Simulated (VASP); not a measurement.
# MgO (P6_3/mmc) in VASP: notebook, part 2 of 2

VASP 6.6.1. Earlier steps stand in the parts before.

## 3. Single point, PBE (volume 11.199 Å^3 an atom, c/a of the conventional cell 1.2234)

Input file INCAR:

```
PREC     = Accurate       # precision mode
ENCUT    = 520            # plane-wave cutoff, eV
EDIFF    = 1E-7           # SCF threshold, eV
ISMEAR   = 0              # smearing method
SIGMA    = 0.05           # smearing width, eV
LREAL    = F              # projectors in reciprocal space
LASPH    = T              # aspherical terms in the spheres
NELM     = 60             # most SCF steps
ALGO     = Normal         # electronic algorithm
ISIF     = 2              # what is computed and relaxed
LWAVE    = F              # write WAVECAR
LCHARG   = F              # write CHGCAR
GGA      = PE             # functional
NBANDS   = 16             # bands
```

Input file KPOINTS:

```
regular mesh
0
Gamma
  9 9 6
```

Input file POSCAR:

```
MgO
1.0
    3.4837478153      0.0000000000      0.0000000000
   -1.7418739077      3.0170141084      0.0000000000
    0.0000000000      0.0000000000      4.2620170773
Mg O
2 2
Direct
    0.6666666667      0.3333333333      0.7500000000
    0.3333333333      0.6666666667      0.2500000000
    0.6666666667      0.3333333333      0.2500000000
    0.3333333333      0.6666666667      0.7500000000
```

Potentials or basis: VASP PAW PBE potentials, release 64 (Mg, O).

Started as:

```bash
$ cat potpaw_PBE.64/Mg/POTCAR potpaw_PBE.64/O/POTCAR > POTCAR
$ mpirun -np 1 vasp_std > vasp.out
```

Wall time 36 s (1 thread of Intel Xeon 6975P-C (Granite Rapids), shared host); peak memory 0.18 GiB.

Results (log left out):

* Free energy: -23.6683 eV
* Pressure: 1.5 GPa
* Band gap on the k mesh: 3.32 eV, direct

Stress tensor (GPa, compression positive):
```
 2.39  0.00  0.00
 0.00  2.39  0.00
 0.00  0.00 -0.30
```

Levels at points of the mesh, in eV from the valence-band top:
| k point | band 6 | band 7 | band 8 | band 9 | band 10 | band 11 |
| --- | --- | --- | --- | --- | --- | --- |
| (0.00, 0.00, 0.00) | -0.83 | -0.83 | 0.00 | 3.32 | 9.24 | 11.90 |
| (0.00, 0.00, 0.50) | -1.28 | -1.28 | -1.28 | 6.33 | 6.33 | 12.89 |

## 4. Single point, PBE (volume 11.199 Å^3 an atom, c/a of the conventional cell 1.1474)

Input file INCAR:

```
SYSTEM = MgO
  PREC = Accurate
  ENCUT = 520
  EDIFF = 1E-7
  ISMEAR = 0
  SIGMA = 0.05
  LREAL = .FALSE.
  LASPH = .TRUE.
  NELM = 60
  ALGO = Normal
  ISIF = 2
  LWAVE = .FALSE.
  LCHARG = .TRUE.
  GGA = PE
  LELF = .TRUE.
  LVHAR = .TRUE.
  NBANDS = 16
```

Input file KPOINTS:

```
regular mesh
0
G
  9 9 6
  0 0 0
```

Input file POSCAR:

```
MgO
1.0
    3.5590267557      0.0000000000      0.0000000000
   -1.7795133779      3.0822075832      0.0000000000
    0.0000000000      0.0000000000      4.0836272995
Mg O
2 2
Direct
    0.6666666667      0.3333333333      0.7500000000
    0.3333333333      0.6666666667      0.2500000000
    0.6666666667      0.3333333333      0.2500000000
    0.3333333333      0.6666666667      0.7500000000
```

Potentials or basis: VASP PAW PBE potentials, release 64 (Mg, O).

Started as:

```bash
$ cat potpaw_PBE.64/Mg/POTCAR potpaw_PBE.64/O/POTCAR > POTCAR
$ mpirun -np 1 vasp_std > vasp.out
```

OUTCAR:

```text
SYSTEM = MgO
   PREC = Accurate
   ENCUT = 520
   EDIFF = 1E-7
   ISMEAR = 0
   LREAL = .FALSE.
   LASPH = .TRUE.
   NELM = 60
   ISIF = 2
   GGA = PE

 ion  position               nearest neighbor table
   1  0.667  0.333  0.750-   3 2.04   3 2.04   4 2.05   4 2.05   4 2.05   2 2.90   2 2.90   2 2.90
                             2 2.90   2 2.90   2 2.90
   2  0.333  0.667  0.250-   4 2.04   4 2.04   3 2.05   3 2.05   3 2.05   1 2.90   1 2.90   1 2.90
                             1 2.90   1 2.90   1 2.90
   3  0.667  0.333  0.250-   1 2.04   1 2.04   2 2.05   2 2.05   2 2.05
   4  0.333  0.667  0.750-   2 2.04   2 2.04   1 2.05   1 2.05   1 2.05

  LATTYP: Found a hexagonal cell.
 ALAT       =     3.5590267557
 C/A-ratio  =     1.1474000000

  Lattice vectors:

 A1 = (   3.5590267557,   0.0000000000,   0.0000000000)
 A2 = (  -1.7795133779,   3.0822075832,   0.0000000000)
 A3 = (   0.0000000000,   0.0000000000,   4.0836272995)

Analysis of symmetry for initial positions (statically):
=====================================================================
 Subroutine PRICEL returns:
 Original cell was already a primitive cell.

 Routine SETGRP: Setting up the symmetry group for a
 hexagonal supercell.

 Subroutine GETGRP returns: Found 24 space group operations
 (whereof 12 operations were pure point group operations)
 out of a pool of 24 trial point group operations.

The static configuration has the point symmetry D_3d.
 The point group associated with its full space group is D_6h.

Analysis of symmetry for dynamics (positions and initial velocities):
=====================================================================
 Subroutine PRICEL returns:
 Original cell was already a primitive cell.

 Routine SETGRP: Setting up the symmetry group for a
 hexagonal supercell.

 Subroutine GETGRP returns: Found 24 space group operations
 (whereof 12 operations were pure point group operations)
 out of a pool of 24 trial point group operations.

[... 121 lines left out ...]
   EFERMI_NEDOS =   21; number of points for ismear=-14 and -15
   IALGO  =     38    algorithm
   IMIX   =      4    mixing-type and parameters
     AMIX     =   0.40;   BMIX     =  1.00
     AMIX_MAG =   1.60;   BMIX_MAG =  1.00
  volume/ion in A,a.u.               =      11.20        75.57
  Fermi-wavevector in a.u.,A,eV,Ry     =   1.161542  2.194997 18.356720  1.349181
  Thomas-Fermi vector in A             =   2.298113
   LORBIT       =      0    0 simple, 1 ext, 2 COOP (PROOUT), +10 PAW based schemes
   GGA     = PE    functional components
   LHFCALC =     F    Hartree Fock is set to
   AEXX    =    0.0000 exact exchange contribution
   IVDW    =     0    specifies the selected vdW correction
   LEPSILON=     F    determine dielectric tensor
   LRPA    =     F    only Hartree local field effects (RPA)
 non-spin polarized calculation
 Gauss-broadening in eV      SIGMA  =   0.05
  energy-cutoff  :      520.00
  volume of cell :       44.80
 maximum number of plane-waves:      1233
 NGX is ok and might be reduce to    28
   NGX = 13   NGY = 13   NGZ = 15

 number of electron      15.9999994 magnetization

 Free energy of the ion-electron system (eV)
  ---------------------------------------------------
  ext. energy  EPLUGINS =         0.00000000
  ---------------------------------------------------
  free energy    TOTEN  =       -23.63415437 eV

  energy without entropy =      -23.63415437  energy(sigma->0) =      -23.63415437

 E-fermi :   2.0260     XC(G=0):  -9.9775

 val. band max:        1.8027637620   @ k =   0.0000   0.0000   0.0000
 cond. band min:       5.2066196149   @ k =   0.0000   0.0000   0.0000
 fundamental gap:      3.4038558528
 Fermi energy:         2.0259776971

 k-point     1 :       0.0000    0.0000    0.0000
  band No.  band energies     occupation
      1     -15.0004      2.00000
      2     -13.5827      2.00000
      3      -1.6163      2.00000
      4       0.0999      2.00000
      5       0.0999      2.00000
      6       1.1382      2.00000
[... 433 lines left out ...]
      3      -1.5825      2.00000
      4      -0.9033      2.00000
      5      -0.9033      2.00000
      6       0.7459      2.00000
[... 8 lines left out ...]
     15      16.1818      0.00000
     16      18.1713      0.00000

 [... further k-points ...]
[... 5 lines left out ...]
  --------------------------------------------------------------------------------------
  -------------------------------------------------------------------------------------
  Total       -0.1728459     -0.1728459      2.3148422      0.0000000     -0.0000000     -0.0000000
  in kB       -6.1820220     -6.1820220     82.7928327      0.0000000     -0.0000000     -0.0000000
  external PRESSURE =      23.4762629 kB  Pullay stress =       0.0000000 kB

 VOLUME and BASIS-vectors are now :
 -----------------------------------------------------------------------------
  energy-cutoff  :      520.00
  volume of cell :       44.80
      direct lattice vectors                 reciprocal lattice vectors
     3.559026756  0.000000000  0.000000000     0.280975690  0.162221391  0.000000000
    -1.779513378  3.082207583  0.000000000     0.000000000  0.324442781  0.000000000
     0.000000000  0.000000000  4.083627299     0.000000000  0.000000000  0.244880330

 POSITION                                       TOTAL-FORCE (eV/Angst)
 -----------------------------------------------------------------------------------
      1.77951      1.02740      3.06272        -0.000000      0.000000      0.000000
     -0.00000      2.05481      1.02091         0.000000     -0.000000     -0.000000
      1.77951      1.02740      1.02091        -0.000000      0.000000      0.000000
     -0.00000      2.05481      3.06272        -0.000000     -0.000000      0.000000
 -----------------------------------------------------------------------------------
    total drift:                               -0.000000     -0.000000     -0.000000

  FREE ENERGIE OF THE ION-ELECTRON SYSTEM (eV)
  ---------------------------------------------------
  free  energy   TOTEN  =       -23.6341543700 eV

  energy  without entropy=      -23.6341543700  energy(sigma->0) =      -23.63415437
```

OSZICAR:

```text
N       E                     dE             d eps       ncg     rms          rms(c)
DAV:   1     0.623997812986E+02    0.62400E+02   -0.75117E+03  1536   0.886E+02
DAV:   2    -0.236097649241E+02   -0.86010E+02   -0.78312E+02  2112   0.196E+02
DAV:   3    -0.276641417219E+02   -0.40544E+01   -0.40404E+01  1832   0.444E+01
DAV:   4    -0.276811564044E+02   -0.17015E-01   -0.17014E-01  1832   0.333E+00
DAV:   5    -0.276812427623E+02   -0.86358E-04   -0.86358E-04  1800   0.227E-01    0.112E+01
DAV:   6    -0.237083566011E+02    0.39729E+01   -0.10451E+01  1656   0.250E+01    0.358E+00
DAV:   7    -0.236552158792E+02    0.53141E-01   -0.15121E-01  1568   0.314E+00    0.214E+00
DAV:   8    -0.236362124768E+02    0.19003E-01   -0.10104E-01  1632   0.336E+00    0.544E-01
DAV:   9    -0.236332201809E+02    0.29923E-02   -0.92194E-03  1896   0.849E-01    0.119E-01
DAV:  10    -0.236341346078E+02   -0.91443E-03   -0.90067E-04  1536   0.228E-01    0.397E-02
DAV:  11    -0.236341552735E+02   -0.20666E-04   -0.33399E-05  1720   0.476E-02    0.221E-02
DAV:  12    -0.236341554327E+02   -0.15921E-06   -0.95224E-06  1552   0.230E-02    0.825E-03
DAV:  13    -0.236341543773E+02    0.10554E-05   -0.39120E-06  1856   0.153E-02    0.893E-04
DAV:  14    -0.236341543700E+02    0.72380E-08   -0.93899E-08  1048   0.266E-03
   1 F= -.23634154E+02 E0= -.23634154E+02  d E =-.128340E-12
```

Run time: 36 s. Hardware: 1 thread of Intel Xeon 6975P-C (Granite Rapids), shared host; peak memory 0.17 GiB.

What came out:

```
Free energy            : -23.6342 eV
Pressure               : 2.3 GPa
Band gap on the k mesh : 3.40 eV, direct
```

## 5. Summary

| cell | gap on the mesh (eV) | pressure (GPa) |
| --- | --- | --- |
| a = 3.410, b = 3.410, c = 4.448 Å, angles 90.0, 90.0, 120.0°, 4 atoms | 3.25 | 2.8 |
| a = 3.484, b = 3.484, c = 4.262 Å, angles 90.0, 90.0, 120.0°, 4 atoms | 3.32 | 1.5 |
| a = 3.559, b = 3.559, c = 4.084 Å, angles 90.0, 90.0, 120.0°, 4 atoms | 3.40 | 2.3 |

Alike in all rows: task single point; level PBE; potentials or basis VASP PAW PBE potentials, release 64 (Mg, O); no spin polarisation; k mesh 9 × 9 × 6; cutoff (eV) 520; smearing gaussian 0.05 eV.

Absolute energies hang on the potentials; compare differences alone.
